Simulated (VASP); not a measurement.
# Ag (Fd-3m) in VASP: notebook

Ag is run at these levels: PBEsol; tasks: single point.

All numbers are computed with VASP 6.6.1; they aren't measurements. Logs are shortened: lines on timing, memory, paths and dates and some standing lists are left out, and cuts for length are marked.

## Step 1: The cell of the first run

It takes space group Fd-3m (No. 227, cubic). The conventional cell has a = 4.449 Å, b = 4.449 Å, c = 4.449 Å, α = 90.00°, β = 90.00°, γ = 90.00°. Within 2.6 Å of Ag (site symmetry -43m) lie 4 Ag at 1.93 Å.

## Step 2: Single point, PBEsol (volume scaled by 0.4)

Contents of INCAR:

```
  ALGO = Normal
  EDIFF = 1E-6
  ENCUT = 520
  GGA = PS
  ISIF = 2
  ISMEAR = -1
  LASPH = T
  LCHARG = F
  LREAL = F
  LWAVE = F
  NBANDS = 18
  NELM = 100
  PREC = Accurate
  SIGMA = 0.08
```

Contents of KPOINTS:

```
k-points
0
Gamma
  13 13 13
```

Contents of POSCAR:

```
Ag
1.0
    0.0000000000      2.2244084304      2.2244084304
    2.2244084304      0.0000000000      2.2244084304
    2.2244084304      2.2244084304      0.0000000000
Ag
2
Direct
   -0.1250000000     -0.1250000000     -0.1250000000
    0.1250000000      0.1250000000      0.1250000000
```

Potentials or basis: VASP PAW PBE potentials, release 64 (Ag).

Command:

```bash
> cat potpaw_PBE.64/Ag/POTCAR > POTCAR
> mpirun -np 1 vasp_std > vasp.out
```

OUTCAR:

```text
EDIFF = 1E-6
   ENCUT = 520
   GGA = PS
   ISIF = 2
   ISMEAR = -1
   LASPH = T
   LREAL = F
   NELM = 100
   PREC = Accurate

 ion  position               nearest neighbor table
   1  0.875  0.875  0.875-   2 1.93   2 1.93   2 1.93   2 1.93
   2  0.125  0.125  0.125-   1 1.93   1 1.93   1 1.93   1 1.93

  LATTYP: Found a face centered cubic cell.
 ALAT       =     4.4488168608

  Lattice vectors:

 A1 = (   0.0000000000,   2.2244084304,   2.2244084304)
 A2 = (   2.2244084304,   0.0000000000,   2.2244084304)
 A3 = (   2.2244084304,   2.2244084304,   0.0000000000)

Analysis of symmetry for initial positions (statically):
=====================================================================
 Subroutine PRICEL returns:
 Original cell was already a primitive cell.

 Routine SETGRP: Setting up the symmetry group for a
 face centered cubic supercell.

 Subroutine GETGRP returns: Found 48 space group operations
 (whereof 12 operations were pure point group operations)
 out of a pool of 48 trial point group operations.

The static configuration has the point symmetry D_3d.
 The point group associated with its full space group is O_h .

Analysis of symmetry for dynamics (positions and initial velocities):
=====================================================================
 Subroutine PRICEL returns:
 Original cell was already a primitive cell.

 Routine SETGRP: Setting up the symmetry group for a
 face centered cubic supercell.

 Subroutine GETGRP returns: Found 48 space group operations
 (whereof 12 operations were pure point group operations)
 out of a pool of 48 trial point group operations.

The dynamic configuration has the point symmetry D_3d.
 The point group associated with its full space group is O_h .

 Subroutine INISYM returns: Found 48 space group operations
 (whereof 12 operations are pure point group operations),
 and found     1 'primitive' translations

----------------------------------------------------------------------------------------

                                     Primitive cell

  volume of cell :      22.0127

  direct lattice vectors                    reciprocal lattice vectors
     0.000000000  2.224408430  2.224408430    -0.224778864  0.224778864  0.224778864
     2.224408430  0.000000000  2.224408430     0.224778864 -0.224778864  0.224778864
     2.224408430  2.224408430  0.000000000     0.224778864  0.224778864 -0.224778864

  length of vectors
     3.145788571  3.145788571  3.145788571     0.389328413  0.389328413  0.389328413

  position of ions in fractional coordinates (direct lattice)
     0.875000000  0.875000000  0.875000000
     0.125000000  0.125000000  0.125000000

  ion indices of the primitive-cell ions
   primitive index   ion index
                 1           1
                 2           2

----------------------------------------------------------------------------------------

 KPOINTS: k-points

Automatic generation of k-mesh.
 Grid dimensions read from file:
 generate k-points for:   13   13   13

 Generating k-lattice:

  Cartesian coordinates                     Fractional coordinates (reciprocal lattice)
    -0.017290682  0.017290682  0.017290682     0.076923077  0.000000000  0.000000000
     0.017290682 -0.017290682  0.017290682     0.000000000  0.076923077  0.000000000
     0.017290682  0.017290682 -0.017290682     0.000000000  0.000000000  0.076923077

  Length of vectors
     0.029948339  0.029948339  0.029948339

  Shift w.r.t. Gamma in fractional coordinates (k-lattice)
     0.000000000  0.000000000  0.000000000

 Subroutine IBZKPT returns following result:
 ===========================================

 Found     84 irreducible k-points:

 Following reciprocal coordinates:
            Coordinates               Weight
  0.000000  0.000000  0.000000      1.000000
  0.076923  0.000000  0.000000      8.000000
  0.153846  0.000000  0.000000      8.000000
  0.230769  0.000000  0.000000      8.000000
  0.307692  0.000000  0.000000      8.000000
  0.384615  0.000000  0.000000      8.000000
[... 16 lines left out ...]
  0.384615  0.153846  0.000000     24.000000
  0.461538  0.153846  0.000000     24.000000
 [... further k-points ...]
   k-points           NKPTS =     84   k-points in BZ     NKDIM =     84   number of bands    NBANDS=     18
   number of dos      NEDOS =    301   number of ions     NIONS =      2
   total plane-waves  NPLWV =  13824
   dimension x,y,z NGX =    24 NGY =   24 NGZ =   24
   dimension x,y,z NGXF=    48 NGYF=   48 NGZF=   48
   ions per type =               2
   NGX,Y,Z   is equivalent  to a cutoff of  12.68, 12.68, 12.68 a.u.
   NGXF,Y,Z  is equivalent  to a cutoff of  25.37, 25.37, 25.37 a.u.
 SYSTEM =  unknown system
   PREC   = accura    normal or accurate (medium, high low for compatibility)
   ISTART =      0    job   : 0-new  1-cont  2-samecut
   ICHARG =      2    charge: 1-file 2-atom 10-const
   ISPIN  =      1    spin polarized calculation?
   LNONCOLLINEAR =      F non collinear calculations
   LSORBIT =      F    spin-orbit coupling
   LASPH  =      T    aspherical Exc in radial PAW
   ENCUT  =  520.0 eV  38.22 Ry    6.18 a.u.   5.85  5.85  5.85*2*pi/ulx,y,z
   NELM   =    100;   NELMIN=  2; NELMDL= -5     # of ELM steps
   EDIFF  = 0.1E-05   stopping-criterion for ELM
   LREAL  =      F    real-space projection
   EDIFFG = 0.1E-04   stopping-criterion for IOM
   NSW    =      0    number of steps for IOM
   IBRION =     -1    ionic relax: 0-MD 1-quasi-New 2-CG
   NFREE  =      0    steps in history (QN), initial steepest desc. (CG)
   ISIF   =      2    stress and relaxation
   ISYM   =      2    0-nonsym 1-usesym 2-fastsym
   POTIM  = 0.5000    time-step for ionic-motion
   TEBEG  =    0.0;   TEEND  =   0.0 temperature during run
   PSTRESS=    0.0 pullay stress
   NELECT =      22.0000    total number of electrons
   NUPDOWN=      -1.0000    fix difference up-down
   EMIN   =  10.00;   EMAX   =-10.00  energy-range for DOS
   EFERMI =   0.00;   METHOD = LEGACY
   ISMEAR =    -1;   SIGMA  =   0.08  broadening in eV -4-tet -1-fermi 0-gaus
   EFERMI_NEDOS =   21; number of points for ismear=-14 and -15
   IALGO  =     38    algorithm
   IMIX   =      4    mixing-type and parameters
     AMIX     =   0.40;   BMIX     =  1.00
     AMIX_MAG =   1.60;   BMIX_MAG =  1.00
  volume/ion in A,a.u.               =      11.01        74.27
  Fermi-wavevector in a.u.,A,eV,Ry     =   1.636783  3.093072 36.450820  2.679060
  Thomas-Fermi vector in A             =   2.728032
   LORBIT       =      0    0 simple, 1 ext, 2 COOP (PROOUT), +10 PAW based schemes
   GGA     = PS    functional components
   LHFCALC =     F    Hartree Fock is set to
   AEXX    =    0.0000 exact exchange contribution
   IVDW    =     0    specifies the selected vdW correction
   LEPSILON=     F    determine dielectric tensor
   LRPA    =     F    only Hartree local field effects (RPA)
 non-spin polarized calculation
  energy-cutoff  :      520.00
  volume of cell :       22.01
 maximum number of plane-waves:       609
   NGX = 11   NGY = 11   NGZ = 11

 number of electron      22.0000006 magnetization

 Free energy of the ion-electron system (eV)
  ---------------------------------------------------
  ext. energy  EPLUGINS =         0.00000000
  ---------------------------------------------------
  free energy    TOTEN  =        12.71413825 eV

  energy without entropy =       12.72411199  energy(sigma->0) =       12.71912512

 E-fermi :  17.5204     XC(G=0): -14.8568

 val. band max:       17.5201553946   @ k =  -0.3846   0.3077   0.0769
 cond. band min:      17.5278188274   @ k =  -0.3846   0.3846   0.0000
 fundamental gap:      0.0076634328
 Fermi energy:        17.5203945622

 k-point     1 :       0.0000    0.0000    0.0000
  band No.  band energies     occupation
      1       5.1701      2.00000
      2       5.1701      2.00000
      3       5.2991      2.00000
      4       6.4816      2.00000
      5       6.4816      2.00000
      6       6.4816      2.00000
[... 10 lines left out ...]
     17      35.1918      0.00000
     18      35.1918      0.00000

 k-point     2 :       0.0769    0.0000    0.0000
  band No.  band energies     occupation
      1       5.0886      2.00000
      2       5.0886      2.00000
      3       5.4654      2.00000
      4       6.4744      2.00000
      5       6.6201      2.00000
      6       6.6201      2.00000
[... 10 lines left out ...]
     17      34.8911      0.00000
     18      34.8922      0.00000

 k-point     3 :       0.1538    0.0000    0.0000
  band No.  band energies     occupation
      1       4.9574      2.00000
      2       4.9574      2.00000
      3       5.8059      2.00000
      4       6.6062      2.00000
      5       6.8767      2.00000
      6       6.8767      2.00000
[... 10 lines left out ...]
     17      34.1980      0.00000
     18      34.4147      0.00000

 k-point     4 :       0.2308    0.0000    0.0000
  band No.  band energies     occupation
      1       4.9097      2.00000
      2       4.9097      2.00000
      3       5.8631      2.00000
      4       7.0030      2.00000
      5       7.0030      2.00000
      6       7.2821      2.00000
[... 375 lines left out ...]
      4       6.3645      2.00000
      5       7.9186      2.00000
      6       8.1285      2.00000
[... 10 lines left out ...]
     17      34.8502      0.00000
     18      35.2383      0.00000

 k-point    23 :       0.3846    0.1538    0.0000
  band No.  band energies     occupation
      1       4.2710      2.00000
      2       5.4764      2.00000
      3       5.9673      2.00000
      4       6.2095      2.00000
      5       7.9469      2.00000
      6       8.5562      2.00000
[... 10 lines left out ...]
     17      35.4718      0.00000
     18      36.2022      0.00000

 k-point    24 :       0.4615    0.1538    0.0000
  band No.  band energies     occupation
      1       4.3705      2.00000
      2       5.3533      2.00000
      3       5.7313      2.00000
      4       6.3988      2.00000
      5       7.6700      2.00000
      6       8.4944      2.00000
[... 10 lines left out ...]
     17      35.8041      0.00000
     18      37.3544      0.00000

 [... further k-points ...]
[... 5 lines left out ...]
  --------------------------------------------------------------------------------------
  -------------------------------------------------------------------------------------
  Total       55.1706059     55.1706059     55.1706059      0.0000000      0.0000000      0.0000000
  in kB     4015.5472765   4015.5472765   4015.5472765      0.0000000      0.0000000      0.0000000
  external PRESSURE =    4015.5472765 kB  Pullay stress =       0.0000000 kB

 VOLUME and BASIS-vectors are now :
 -----------------------------------------------------------------------------
  energy-cutoff  :      520.00
  volume of cell :       22.01
      direct lattice vectors                 reciprocal lattice vectors
     0.000000000  2.224408430  2.224408430    -0.224778864  0.224778864  0.224778864
     2.224408430  0.000000000  2.224408430     0.224778864 -0.224778864  0.224778864
     2.224408430  2.224408430  0.000000000     0.224778864  0.224778864 -0.224778864

 POSITION                                       TOTAL-FORCE (eV/Angst)
 -----------------------------------------------------------------------------------
      3.89271      3.89271      3.89271         0.000000      0.000000      0.000000
      0.55610      0.55610      0.55610        -0.000000     -0.000000     -0.000000
 -----------------------------------------------------------------------------------
    total drift:                                0.000000      0.000000      0.000000

  FREE ENERGIE OF THE ION-ELECTRON SYSTEM (eV)
  ---------------------------------------------------
  free  energy   TOTEN  =        12.7141382500 eV

  energy  without entropy=       12.7241119891  energy(sigma->0) =       12.71912512
```

It took 28 s on 1 thread of Intel Xeon 8259CL, shared host; peak memory 0.16 GiB.

What came out:

```yaml
Free_energy: 12.7141 eV
Pressure: 401.6 GPa
Band_gap_on_the_k_mesh: zero (band 11 reaches 18.33 eV, above the bottom of band 12 at 17.49 eV)
```

Caveat: the PAW data sets were made with another functional, which shifts forces and pressure a little.

## Step 3: Single point, PBEsol (volume scaled by 0.4)

Contents of INCAR:

```
SYSTEM = Ag
PREC     = Accurate       ! precision mode
ENCUT    = 520            ! plane-wave cutoff, eV
EDIFF    = 1E-7           ! SCF threshold, eV
ISMEAR   = -1             ! smearing method
SIGMA    = 0.08           ! smearing width, eV
LREAL    = .False.        ! projectors in reciprocal space
LASPH    = .True.         ! aspherical terms in the spheres
NELM     = 100            ! most SCF steps
ALGO     = Normal         ! electronic algorithm
ISIF     = 2              ! what is computed and relaxed
LWAVE    = .False.        ! write WAVECAR
LCHARG   = .True.         ! write CHGCAR
GGA      = PS             ! functional
LELF     = .True.         ! ELF
LVHAR    = .True.       
NBANDS   = 18             ! bands
```

Contents of KPOINTS:

```
regular mesh
0
Gamma
  13 13 13
  0 0 0
```

POSCAR is that of step 2.

Potentials or basis: VASP PAW PBE potentials, release 64 (Ag).

Command:

```bash
> cat potpaw_PBE.64/Ag/POTCAR > POTCAR
> mpirun -np 1 vasp_std > vasp.out
```

Wall time 33 s (1 thread of Intel Xeon 8259CL, shared host); peak memory 0.16 GiB.

It converged, with:

```yaml
Free_energy: 12.7141 eV
Pressure: 401.6 GPa
Band_gap_on_the_k_mesh: zero (band 11 reaches 18.33 eV, above the bottom of band 12 at 17.49 eV)
```

Levels at points of the mesh, in eV from the Fermi level:
| k point | band 9 | band 10 | band 11 | band 12 | band 13 | band 14 |
| --- | --- | --- | --- | --- | --- | --- |
| (0.00, 0.00, 0.00) | -6.58 | -2.96 | -2.96 | 12.84 | 13.12 | 13.12 |

Caveat: the PAW data sets were made with another functional, which shifts forces and pressure a little.

## Step 4: Single point, PBEsol (volume scaled by 0.5)

Contents of INCAR:

```
ALGO = Normal
EDIFF = 1E-7
ENCUT = 520
GGA = PS
ISIF = 2
ISMEAR = -1
LASPH = True
LCHARG = False
LREAL = False
LWAVE = False
NBANDS = 18
NELM = 60
PREC = Accurate
SIGMA = 0.08
```

Contents of KPOINTS:

```
k-points
0
Gamma
  13 13 13
```

Contents of POSCAR:

```
Ag
1.0
    0.0000000000      2.3961713437      2.3961713437
    2.3961713437      0.0000000000      2.3961713437
    2.3961713437      2.3961713437      0.0000000000
Ag
2
Direct
   -0.1250000000     -0.1250000000     -0.1250000000
    0.1250000000      0.1250000000      0.1250000000
```

Command:

```bash
> cat potpaw_PBE.64/Ag/POTCAR > POTCAR
> mpirun -np 1 vasp_std > vasp.out
```

Wall time 68 s (1 thread of Intel Xeon 8259CL, shared host); peak memory 0.18 GiB.

The run converged. Its results:

- Free energy: 3.1659 eV
- Pressure: 183.1 GPa
- Band gap on the k mesh: zero (band 11 reaches 13.37 eV, above the bottom of band 12 at 12.28 eV)

Levels at points of the mesh, in eV from the Fermi level:
| k point | band 8 | band 9 | band 10 | band 11 | band 12 | band 13 | band 14 | band 15 |
| --- | --- | --- | --- | --- | --- | --- | --- | --- |
| (0.00, 0.00, 0.00) | -5.22 | -5.22 | -2.73 | -2.73 | 13.08 | 13.33 | 13.33 | 13.33 |

Caveat: the PAW data sets were made with another functional, which shifts forces and pressure a little.

## Step 5: Single point, PBEsol (volume scaled by 0.6)

Contents of INCAR:

```
SYSTEM = Ag
ALGO = Normal ; EDIFF = 1E-6
ENCUT = 520 ; GGA = PS
ISIF = 2 ; ISMEAR = -1
LASPH = .True. ; LCHARG = .False.
LREAL = .False. ; LWAVE = .False.
NBANDS = 18 ; NELM = 100
PREC = Accurate ; SIGMA = 0.08
```

Contents of KPOINTS:

```
k-points
0
Gamma
  13 13 13
  0 0 0
```

Contents of POSCAR:

```
Ag
1.0
    0.0000000000      2.5463120116      2.5463120116
    2.5463120116      0.0000000000      2.5463120116
    2.5463120116      2.5463120116      0.0000000000
Ag
2
Direct
   -0.1250000000     -0.1250000000     -0.1250000000
    0.1250000000      0.1250000000      0.1250000000
```

Potentials or basis: VASP PAW PBE potentials, release 64 (Ag).

Command:

```bash
> cat potpaw_PBE.64/Ag/POTCAR > POTCAR
> mpirun -np 1 vasp_std > vasp.out
```

OUTCAR:

```text
SYSTEM = Ag
   EDIFF = 1E-6
   ENCUT = 520
   GGA = PS
   ISIF = 2
   ISMEAR = -1
   LASPH = .True.
   LREAL = .False.
   NELM = 100
   PREC = Accurate

 ion  position               nearest neighbor table
   1  0.875  0.875  0.875-   2 2.21   2 2.21   2 2.21   2 2.21
   2  0.125  0.125  0.125-   1 2.21   1 2.21   1 2.21   1 2.21

  LATTYP: Found a face centered cubic cell.
 ALAT       =     5.0926240232

  Lattice vectors:

 A1 = (   0.0000000000,   2.5463120116,   2.5463120116)
 A2 = (   2.5463120116,   0.0000000000,   2.5463120116)
 A3 = (   2.5463120116,   2.5463120116,   0.0000000000)

[... 671 lines left out ...]
      5       2.6718      2.00000
      6       2.9001      2.00000
[... 10 lines left out ...]
     17      24.7110      0.00000
     18      25.1052      0.00000

 [... further k-points ...]
[... 5 lines left out ...]
  --------------------------------------------------------------------------------------
  -------------------------------------------------------------------------------------
  Total       17.5150871     17.5150871     17.5150871     -0.0000000      0.0000000      0.0000000
  in kB      849.8808252    849.8808252    849.8808252     -0.0000000      0.0000000      0.0000000
  external PRESSURE =     849.8808252 kB  Pullay stress =       0.0000000 kB

 VOLUME and BASIS-vectors are now :
 -----------------------------------------------------------------------------
  energy-cutoff  :      520.00
  volume of cell :       33.02
      direct lattice vectors                 reciprocal lattice vectors
     0.000000000  2.546312012  2.546312012    -0.196362424  0.196362424  0.196362424
     2.546312012  0.000000000  2.546312012     0.196362424 -0.196362424  0.196362424
     2.546312012  2.546312012  0.000000000     0.196362424  0.196362424 -0.196362424

 POSITION                                       TOTAL-FORCE (eV/Angst)
 -----------------------------------------------------------------------------------
      4.45605      4.45605      4.45605         0.000000      0.000000      0.000000
      0.63658      0.63658      0.63658        -0.000000     -0.000000     -0.000000
 -----------------------------------------------------------------------------------
    total drift:                                0.000000     -0.000000     -0.000000

  FREE ENERGIE OF THE ION-ELECTRON SYSTEM (eV)
  ---------------------------------------------------
  free  energy   TOTEN  =        -1.2236047901 eV

  energy  without entropy=       -1.2102967097  energy(sigma->0) =       -1.21695075
```

It took 75 s on 1 thread of Intel Xeon 8259CL, shared host; peak memory 0.18 GiB.

Results:

| Item | Value |
| --- | --- |
| Free energy | -1.2236 eV |
| Pressure | 85.0 GPa |
| Band gap on the k mesh | zero (band 11 reaches 9.95 eV, above the bottom of band 12 at 8.86 eV) |

Caveat: the PAW data sets were made with another functional, which shifts forces and pressure a little.

## Step 6: Overview

| cell | gap on the mesh (eV) | pressure (GPa) |
| --- | --- | --- |
| a = 3.146 Å, angles 60.0°, 2 atoms | none | 401.6 |
| a = 3.389 Å, angles 60.0°, 2 atoms | none | 183.1 |
| a = 3.601 Å, angles 60.0°, 2 atoms | none | 85.0 |

Alike in all rows: task single point; level PBEsol; potentials or basis VASP PAW PBE potentials, release 64 (Ag); no spin polarisation; k mesh 13 × 13 × 13; cutoff (eV) 520; smearing fermi-dirac 0.08 eV.

Caveats: the PAW data sets were made with another functional, which shifts forces and pressure a little.

Total energies depend on the potentials used, so only differences within one code and one set of settings carry meaning.
